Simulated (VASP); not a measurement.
# Al2Cu (Immm) in VASP: a series of runs

The runs below take Al2Cu through single point, with PBE.

All numbers are computed with VASP 6.6.1; they aren't measurements. Logs are shortened: lines on timing, memory, paths and dates and some standing lists are left out, and cuts for length are marked.

## 1. The cell of the first run

Symmetry: Immm, No. 71, orthorhombic system. Conventional cell: a = 4.089 Å, b = 4.089 Å, c = 5.513 Å, α = 90.00°, β = 90.00°, γ = 90.00°. Within 3.2 Å of Al (site symmetry mm2) lie 4 Cu at 2.42 to 2.51 Å and 6 Al at 2.58 to 2.93 Å. Within 3.2 Å of Cu (site symmetry mmm) lie 8 Al at 2.42 to 2.51 Å.

## 2. Single point, PBE (mode 9 frozen in at -0.090 Å, normal strain along z -0.0467)

The input, INCAR:

```
PREC     = Accurate       # precision mode
ENCUT    = 520            # plane-wave cutoff, eV
EDIFF    = 1E-6           # SCF threshold, eV
ISMEAR   = 0              # smearing method
SIGMA    = 0.15           # smearing width, eV
LREAL    = False          # projectors in reciprocal space
LASPH    = True           # aspherical terms in the spheres
NELM     = 60             # most SCF steps
ALGO     = Fast           # electronic algorithm
ISIF     = 2              # what is computed and relaxed
LWAVE    = False          # write WAVECAR
LCHARG   = True           # write CHGCAR
GGA      = PE             # functional
LELF     = True           # ELF
LVHAR    = True         
NBANDS   = 16             # bands
```

The input, KPOINTS:

```
regular mesh
0
Gamma
  14 14 14
```

The input, POSCAR:

```
Al2Cu
1.0
   -2.0446004822      2.0446004822      2.7563729399
    2.0446004822     -2.0446004822      2.7563729399
    2.0446004822      2.0446004822     -2.7563729399
Al Cu
2 1
Direct
    0.7344366126      0.2344366126      0.5000000000
    0.2655633874      0.7655633874      0.5000000000
    0.5000000000      0.5000000000      0.0000000000
```

Potentials or basis: VASP PAW PBE potentials, release 64 (Al, Cu).

Command:

```sh
cat potpaw_PBE.64/Al/POTCAR potpaw_PBE.64/Cu/POTCAR > POTCAR
mpirun -np 1 vasp_std > vasp.out
```

OUTCAR:

```text
PREC = Accurate
   ENCUT = 520
   EDIFF = 1E-6
   ISMEAR = 0
   LREAL = False
   LASPH = True
   NELM = 60
   ISIF = 2
   GGA = PE

 ion  position               nearest neighbor table
   1  0.734  0.234  0.500-   3 2.42   3 2.42   3 2.51   3 2.51   2 2.58   2 2.90   2 2.90   2 2.90
                             2 2.90   2 2.93
   2  0.266  0.766  0.500-   3 2.42   3 2.42   3 2.51   3 2.51   1 2.58   1 2.90   1 2.90   1 2.90
                             1 2.90   1 2.93
   3  0.500  0.500  0.000-   1 2.42   2 2.42   1 2.42   2 2.42   1 2.51   2 2.51   2 2.51   1 2.51

  LATTYP: Found a body centered tetragonal cell.
 ALAT       =     4.0892009644
 C/A-ratio  =     1.3481230020

  Lattice vectors:

 A1 = (  -2.0446004822,   2.0446004822,   2.7563729399)
 A2 = (   2.0446004822,  -2.0446004822,   2.7563729399)
 A3 = (   2.0446004822,   2.0446004822,  -2.7563729399)

Analysis of symmetry for initial positions (statically):
=====================================================================
 Subroutine PRICEL returns:
 Original cell was already a primitive cell.

 Routine SETGRP: Setting up the symmetry group for a
 body centered tetragonal supercell.

 Subroutine GETGRP returns: Found  8 space group operations
 (whereof  8 operations were pure point group operations)
 out of a pool of 16 trial point group operations.

The static configuration has the point symmetry D_2h.

Analysis of symmetry for dynamics (positions and initial velocities):
=====================================================================
 Subroutine PRICEL returns:
 Original cell was already a primitive cell.

 Routine SETGRP: Setting up the symmetry group for a
 body centered tetragonal supercell.

 Subroutine GETGRP returns: Found  8 space group operations
 (whereof  8 operations were pure point group operations)
 out of a pool of 16 trial point group operations.

The dynamic configuration has the point symmetry D_2h.

 Subroutine INISYM returns: Found  8 space group operations
 (whereof  8 operations are pure point group operations),
 and found     1 'primitive' translations

----------------------------------------------------------------------------------------

                                     Primitive cell

  volume of cell :      46.0909

  direct lattice vectors                    reciprocal lattice vectors
    -2.044600482  2.044600482  2.756372940     0.000000000  0.244546553  0.181397805
     2.044600482 -2.044600482  2.756372940     0.244546553  0.000000000  0.181397805
     2.044600482  2.044600482 -2.756372940     0.244546553  0.244546553  0.000000000

  length of vectors
     3.994793367  3.994793367  3.994793367     0.304480180  0.304480180  0.345841052

  position of ions in fractional coordinates (direct lattice)
     0.734436613  0.234436613  0.500000000
     0.265563387  0.765563387  0.500000000
     0.500000000  0.500000000  0.000000000

  ion indices of the primitive-cell ions
   primitive index   ion index
                 1           1
                 2           2
                 3           3

----------------------------------------------------------------------------------------

 KPOINTS: regular mesh

Automatic generation of k-mesh.
 Grid dimensions read from file:
 generate k-points for:   14   14   14

 Generating k-lattice:

  Cartesian coordinates                     Fractional coordinates (reciprocal lattice)
     0.000000000  0.017467611  0.012956986     0.071428571  0.000000000 -0.000000000
     0.017467611  0.000000000  0.012956986     0.000000000  0.071428571 -0.000000000
     0.017467611  0.017467611  0.000000000     0.000000000  0.000000000  0.071428571

  Length of vectors
     0.021748584  0.021748584  0.024702932

  Shift w.r.t. Gamma in fractional coordinates (k-lattice)
     0.000000000  0.000000000  0.000000000

 Subroutine IBZKPT returns following result:
 ===========================================

 Found    428 irreducible k-points:

 Following reciprocal coordinates:
            Coordinates               Weight
  0.000000  0.000000  0.000000      1.000000
  0.071429  0.000000  0.000000      4.000000
  0.000000  0.071429  0.000000      4.000000
  0.142857 -0.000000  0.000000      4.000000
 -0.000000  0.142857  0.000000      4.000000
  0.214286  0.000000 -0.000000      4.000000
[... 16 lines left out ...]
  0.357143  0.071429 -0.000000      8.000000
  0.000000  0.428571 -0.071429      8.000000
 [... further k-points ...]
   k-points           NKPTS =    428   k-points in BZ     NKDIM =    428   number of bands    NBANDS=     16
   number of dos      NEDOS =    301   number of ions     NIONS =      3
   total plane-waves  NPLWV =  27000
   dimension x,y,z NGX =    30 NGY =   30 NGZ =   30
   dimension x,y,z NGXF=    60 NGYF=   60 NGZF=   60
   ions per type =               2   1
   NGX,Y,Z   is equivalent  to a cutoff of  12.48, 12.48, 12.48 a.u.
   NGXF,Y,Z  is equivalent  to a cutoff of  24.97, 24.97, 24.97 a.u.
 SYSTEM =  unknown system
   PREC   = accura    normal or accurate (medium, high low for compatibility)
   ISTART =      0    job   : 0-new  1-cont  2-samecut
   ICHARG =      2    charge: 1-file 2-atom 10-const
   ISPIN  =      1    spin polarized calculation?
   LNONCOLLINEAR =      F non collinear calculations
   LSORBIT =      F    spin-orbit coupling
   LASPH  =      T    aspherical Exc in radial PAW
   ENCUT  =  520.0 eV  38.22 Ry    6.18 a.u.   7.43  7.43  7.43*2*pi/ulx,y,z
   NELM   =     60;   NELMIN=  2; NELMDL= -5     # of ELM steps
   EDIFF  = 0.1E-05   stopping-criterion for ELM
   LREAL  =      F    real-space projection
   EDIFFG = 0.1E-04   stopping-criterion for IOM
   NSW    =      0    number of steps for IOM
   IBRION =     -1    ionic relax: 0-MD 1-quasi-New 2-CG
   NFREE  =      0    steps in history (QN), initial steepest desc. (CG)
   ISIF   =      2    stress and relaxation
   ISYM   =      2    0-nonsym 1-usesym 2-fastsym
   POTIM  = 0.5000    time-step for ionic-motion
   TEBEG  =    0.0;   TEEND  =   0.0 temperature during run
   PSTRESS=    0.0 pullay stress
   NELECT =      17.0000    total number of electrons
   NUPDOWN=      -1.0000    fix difference up-down
   EMIN   =  10.00;   EMAX   =-10.00  energy-range for DOS
   EFERMI =   0.00;   METHOD = LEGACY
   ISMEAR =     0;   SIGMA  =   0.15  broadening in eV -4-tet -1-fermi 0-gaus
   EFERMI_NEDOS =   21; number of points for ismear=-14 and -15
   IALGO  =     68    algorithm
   IMIX   =      4    mixing-type and parameters
     AMIX     =   0.40;   BMIX     =  1.00
     AMIX_MAG =   1.60;   BMIX_MAG =  1.00
  volume/ion in A,a.u.               =      15.36       103.68
  Fermi-wavevector in a.u.,A,eV,Ry     =   1.174049  2.218631 18.754145  1.378391
  Thomas-Fermi vector in A             =   2.310452
   LORBIT       =      0    0 simple, 1 ext, 2 COOP (PROOUT), +10 PAW based schemes
   GGA     = PE    functional components
   LHFCALC =     F    Hartree Fock is set to
   AEXX    =    0.0000 exact exchange contribution
   IVDW    =     0    specifies the selected vdW correction
   LEPSILON=     F    determine dielectric tensor
   LRPA    =     F    only Hartree local field effects (RPA)
 non-spin polarized calculation
 RMM-DIIS sequential band-by-band and
 Gauss-broadening in eV      SIGMA  =   0.15
  energy-cutoff  :      520.00
  volume of cell :       46.09
 maximum number of plane-waves:      1259
 NGX is ok and might be reduce to    30
   NGX = 15   NGY = 15   NGZ = 15

 number of electron      17.0000011 magnetization

 Free energy of the ion-electron system (eV)
  ---------------------------------------------------
  ext. energy  EPLUGINS =         0.00000000
  ---------------------------------------------------
  free energy    TOTEN  =       -11.60321396 eV

  energy without entropy =      -11.59349309  energy(sigma->0) =      -11.59835353

 E-fermi :   7.3763     XC(G=0): -10.6008

 val. band max:        7.3689201751   @ k =   0.2857   0.1429   0.0714
 cond. band min:       7.3817752604   @ k =  -0.0000  -0.2143  -0.1429
 fundamental gap:      0.0128550853
 Fermi energy:         7.3763431743

 k-point     1 :       0.0000    0.0000    0.0000
  band No.  band energies     occupation
      1      -3.0525      2.00000
      2       2.6439      2.00000
      3       2.6599      2.00000
      4       2.7685      2.00000
      5       3.2183      2.00000
      6       3.3176      2.00000
[... 8 lines left out ...]
     15      14.3115      0.00000
     16      14.6462      0.00000

 k-point     2 :       0.0714    0.0000    0.0000
  band No.  band energies     occupation
      1      -2.9833      2.00000
      2       2.6374      2.00000
      3       2.6704      2.00000
      4       2.7606      2.00000
      5       3.2165      2.00000
      6       3.3158      2.00000
[... 8 lines left out ...]
     15      13.5834      0.00000
     16      14.7361      0.00000

 k-point     3 :       0.0000    0.0714    0.0000
  band No.  band energies     occupation
      1      -2.9819      2.00000
      2       2.6304      2.00000
      3       2.6658      2.00000
      4       2.7788      2.00000
      5       3.2155      2.00000
      6       3.3123      2.00000
[... 8 lines left out ...]
     15      13.8416      0.00000
     16      14.7797      0.00000

 k-point     4 :       0.1429   -0.0000    0.0000
  band No.  band energies     occupation
      1      -2.7766      2.00000
      2       2.5954      2.00000
      3       2.6985      2.00000
      4       2.7553      2.00000
      5       3.2140      2.00000
      6       3.3128      2.00000
[... 8 lines left out ...]
     15      13.7431      0.00000
     16      14.2968      0.00000

 k-point     5 :      -0.0000    0.1429    0.0000
  band No.  band energies     occupation
      1      -2.7706      2.00000
      2       2.5643      2.00000
      3       2.7052      2.00000
      4       2.8054      2.00000
      5       3.2114      2.00000
      6       3.2984      2.00000
[... 8 lines left out ...]
     15      13.4658      0.00000
     16      14.4499      0.00000

 k-point     6 :       0.2143    0.0000   -0.0000
  band No.  band energies     occupation
      1      -2.4359      2.00000
      2       2.4850      2.00000
      3       2.7343      2.00000
      4       2.7690      2.00000
      5       3.2186      2.00000
      6       3.3147      2.00000
[... 8 lines left out ...]
     15      13.8747      0.00000
     16      14.9013      0.00000
[... 267 lines left out ...]
 k-point    21 :       0.2857    0.0714    0.0000
  band No.  band energies     occupation
      1      -1.7127      2.00000
      2       2.1576      2.00000
      3       2.7681      2.00000
      4       2.8140      2.00000
      5       3.2521      2.00000
      6       3.3288      2.00000
[... 8 lines left out ...]
     15      14.7912      0.00000
     16      17.0960      0.00000

 k-point    22 :      -0.0000    0.3571   -0.0714
  band No.  band energies     occupation
      1      -1.6786      2.00000
      2       2.1139      2.00000
      3       2.8325      2.00000
      4       2.8650      2.00000
      5       3.2311      2.00000
      6       3.3042      2.00000
[... 8 lines left out ...]
     15      14.7699      0.00000
     16      17.0610      0.00000

 k-point    23 :       0.3571    0.0714   -0.0000
  band No.  band energies     occupation
      1      -1.1073      2.00000
      2       1.7136      2.00000
      3       2.7744      2.00000
      4       2.8175      2.00000
      5       3.2883      2.00000
      6       3.3534      2.00000
[... 8 lines left out ...]
     15      15.8913      0.00000
     16      18.2481      0.00000

 k-point    24 :       0.0000    0.4286   -0.0714
  band No.  band energies     occupation
      1      -1.0315      2.00000
      2       1.6301      2.00000
      3       2.8394      2.00000
      4       2.8965      2.00000
      5       3.2455      2.00000
      6       3.3335      2.00000
[... 8 lines left out ...]
     15      15.9573      0.00000
     16      18.1750      0.00000

 [... further k-points ...]

------------------------ aborting loop because EDIFF is reached ----------------------------------------

  FORCE on cell =-STRESS in cart. coord.  units (eV):
  Direction    XX          YY          ZZ          XY          YZ          ZX
  --------------------------------------------------------------------------------------
  -------------------------------------------------------------------------------------
  Total        2.0384284      0.1976037      3.1990932     -0.0000000      0.0000000      0.0000000
  in kB       70.8583691      6.8689554    111.2045590     -0.0000000      0.0000000      0.0000000
  external PRESSURE =      62.9772945 kB  Pullay stress =       0.0000000 kB

 VOLUME and BASIS-vectors are now :
 -----------------------------------------------------------------------------
  energy-cutoff  :      520.00
  volume of cell :       46.09
      direct lattice vectors                 reciprocal lattice vectors
    -2.044600482  2.044600482  2.756372940     0.000000000  0.244546553  0.181397805
     2.044600482 -2.044600482  2.756372940     0.244546553  0.000000000  0.181397805
     2.044600482  2.044600482 -2.756372940     0.244546553  0.244546553  0.000000000

 POSITION                                       TOTAL-FORCE (eV/Angst)
 -----------------------------------------------------------------------------------
      0.00000      2.04460      1.29239         0.000000      0.000000      1.042821
      2.04460      0.00000      1.46398        -0.000000     -0.000000     -1.042821
      0.00000      0.00000      2.75637        -0.000000     -0.000000     -0.000000
 -----------------------------------------------------------------------------------
    total drift:                                0.000000     -0.000000      0.000000

  FREE ENERGIE OF THE ION-ELECTRON SYSTEM (eV)
  ---------------------------------------------------
  free  energy   TOTEN  =       -11.6032139643 eV

  energy  without entropy=      -11.5934930906  energy(sigma->0) =      -11.59835353
```

It took 3.2 min on 1 thread of Intel Xeon 6975P-C (Granite Rapids), shared host; peak memory 0.41 GiB.

What came out:

```
Free energy   : -11.6032 eV
Pressure      : 6.3 GPa
Largest force : 1.043 eV/Å
```

Forces in eV/Å, atoms in the order of the input:
```
Al   0.000  0.000  1.043
Al   0.000  0.000 -1.043
Cu   0.000  0.000  0.000
```

Levels at points of the mesh, in eV from the Fermi level:
```csv
k point,band 6,band 7,band 8,band 9,band 10,band 11,band 12,band 13
"(0.00, 0.00, 0.00)",-4.06,2.50,2.60,3.05,3.19,3.20,3.23,4.53
"(0.50, 0.00, 0.00)",-4.00,-3.96,0.21,1.14,2.65,3.00,4.15,4.42
"(0.00, 0.50, 0.00)",-4.03,-4.03,0.50,0.61,2.69,3.20,4.25,4.62
"(0.50, 0.50, 0.00)",-3.93,-3.82,-2.09,-1.72,0.65,1.61,9.02,10.23
"(0.50, 0.50, 0.50)",-3.97,-3.70,-2.30,-2.20,0.06,1.36,9.17,10.75
```

Caveat: the cell differs from its parent crystal (mode 9 frozen in at -0.090 Å, normal strain along z -0.0467); forces of over 1 eV/Å act on the atoms, so gaps and moduli don't describe the material at rest.

## 3. Single point, PBE (mode 9 frozen in at -0.030 Å, normal strain along z -0.0467)

The input, INCAR:

```
SYSTEM = Al2Cu
ALGO = Fast ; EDIFF = 1E-6
ENCUT = 520 ; GGA = PE
ISIF = 2 ; ISMEAR = 0
LASPH = .TRUE. ; LCHARG = .FALSE.
LREAL = .FALSE. ; LWAVE = .FALSE.
NBANDS = 16 ; NELM = 80
PREC = Accurate ; SIGMA = 0.15
```

The input, KPOINTS:

```
k-points
0
G
  14 14 14
  0 0 0
```

The input, POSCAR:

```
Al2Cu
1.0
   -2.0446004822      2.0446004822      2.7563729399
    2.0446004822     -2.0446004822      2.7563729399
    2.0446004822      2.0446004822     -2.7563729399
Al Cu
2 1
Direct
    0.7448122042      0.2448122042      0.5000000000
    0.2551877958      0.7551877958      0.5000000000
    0.5000000000      0.5000000000      0.0000000000
```

Potentials or basis: VASP PAW PBE potentials, release 64 (Al, Cu).

Command:

```sh
cat potpaw_PBE.64/Al/POTCAR potpaw_PBE.64/Cu/POTCAR > POTCAR
mpirun -np 1 vasp_std > vasp.out
```

It took 3 min on 1 thread of Intel Xeon 6975P-C (Granite Rapids), shared host; peak memory 0.4 GiB.

The run converged. Its results:

```yaml
Free_energy: -11.6809 eV
Pressure: 5.5 GPa
Largest_force: 0.332 eV/Å
```

Forces on the atoms (eV/Å):
```
Al   0.000  0.000  0.332
Al   0.000  0.000 -0.332
Cu   0.000  0.000  0.000
```

Stress tensor (GPa, compression positive):
```
4.65 0.00 0.00
0.00 2.53 0.00
0.00 0.00 9.22
```

Levels at points of the mesh, in eV from the Fermi level:
| k point | band 5 | band 6 | band 7 | band 8 | band 9 | band 10 | band 11 | band 12 | band 13 | band 14 |
| --- | --- | --- | --- | --- | --- | --- | --- | --- | --- | --- |
| (0.00, 0.00, 0.00) | -4.15 | -4.07 | 2.64 | 2.72 | 2.91 | 3.18 | 3.19 | 3.20 | 4.56 | 6.50 |
| (0.50, 0.00, 0.00) | -4.06 | -4.05 | -3.99 | 0.34 | 0.91 | 2.83 | 2.89 | 4.18 | 4.51 | 9.60 |
| (0.00, 0.50, 0.00) | -4.13 | -4.04 | -4.01 | 0.47 | 0.70 | 2.79 | 3.02 | 4.21 | 4.57 | 9.58 |
| (0.50, 0.50, 0.00) | -4.13 | -3.95 | -3.84 | -2.10 | -1.74 | 0.65 | 1.64 | 9.01 | 10.21 | 10.83 |
| (0.50, 0.50, 0.50) | -4.13 | -3.96 | -3.71 | -2.26 | -2.23 | 0.06 | 1.35 | 9.13 | 10.75 | 10.77 |

Caveat: the cell differs from its parent crystal (mode 9 frozen in at -0.030 Å, normal strain along z -0.0467).

## 4. Single point, PBE (mode 9 frozen in at -0.060 Å, normal strain along z -0.0467)

The input, INCAR:

```
  PREC = Accurate
  ENCUT = 520
  EDIFF = 1E-6
  ISMEAR = 0
  SIGMA = 0.15
  LREAL = F
  LASPH = T
  NELM = 100
  ALGO = Fast
  ISIF = 2
  LWAVE = F
  LCHARG = F
  GGA = PE
  NBANDS = 16
```

The input, KPOINTS:

```
regular mesh
0
Gamma
  14 14 14
```

The input, POSCAR:

```
Al2Cu
1.0
   -2.0446004822      2.0446004822      2.7563729399
    2.0446004822     -2.0446004822      2.7563729399
    2.0446004822      2.0446004822     -2.7563729399
Al Cu
2 1
Direct
    0.7396244084      0.2396244084      0.5000000000
    0.2603755916      0.7603755916      0.5000000000
    0.5000000000      0.5000000000      0.0000000000
```

Command:

```sh
cat potpaw_PBE.64/Al/POTCAR potpaw_PBE.64/Cu/POTCAR > POTCAR
mpirun -np 1 vasp_std > vasp.out
```

It took 3 min on 1 thread of Intel Xeon 6975P-C (Granite Rapids), shared host; peak memory 0.4 GiB.

Results (log left out):

```yaml
Free_energy: -11.6522 eV
Pressure: 5.9 GPa
Largest_force: 0.676 eV/Å
```

Forces on the atoms (eV/Å):
```
Al   0.000  0.000  0.676
Al   0.000  0.000 -0.676
Cu   0.000  0.000  0.000
```

Stress tensor (GPa, compression positive):
```
 5.99  0.00  0.00
 0.00  1.74  0.00
 0.00  0.00 10.09
```

Levels at points of the mesh, in eV from the Fermi level:
```
           k point  band 7  band 8  band 9  band 10  band 11  band 12
(0.00, 0.00, 0.00)    2.62    2.63    2.98     3.18     3.19     3.21
(0.50, 0.00, 0.00)   -3.98    0.28    1.02     2.74     2.94     4.16
(0.00, 0.50, 0.00)   -4.02    0.54    0.60     2.74     3.11     4.22
(0.50, 0.50, 0.00)   -3.83   -2.09   -1.73     0.65     1.63     9.01
(0.50, 0.50, 0.50)   -3.71   -2.28   -2.22     0.06     1.35     9.15
```

Caveat: the cell differs from its parent crystal (mode 9 frozen in at -0.060 Å, normal strain along z -0.0467).
